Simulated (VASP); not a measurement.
Crystal: K.

```
K
1.0
    -2.66995    2.66995    2.66995
     2.66995   -2.66995    2.66995
     2.66995    2.66995   -2.66995
K
1
Direct
  0.00000 0.00000 0.00000
```

Base run:

| Quantity | Value |
| --- | --- |
| Program | VASP 6.6.1 |
| Functional | r2SCAN |
| Potentials or basis | VASP PAW PBE potentials, release 64 (K_sv) |
| Cutoff | 520 eV |
| k mesh | 8 × 8 × 8 |
| Occupations | methfessel-paxton, width 0.1 eV |
| Spin | no spin polarisation |

Its results: band gap on the k mesh zero (an odd number of electrons rules out a gap without spin polarisation); pressure 0.0 GPa.

**Question.** The run is repeated on the same cell with these changes: occupations from methfessel-paxton, width 0.1 eV to fermi-dirac, width 1 eV. What comes out?

**Answer.** Band gap on the k mesh zero (an odd number of electrons rules out a gap without spin polarisation); pressure 0.7 GPa.

Caveats: the PAW data sets were made with another functional, which shifts forces and pressure a little; so wide a smearing shifts energies and pressures (at least some runs).
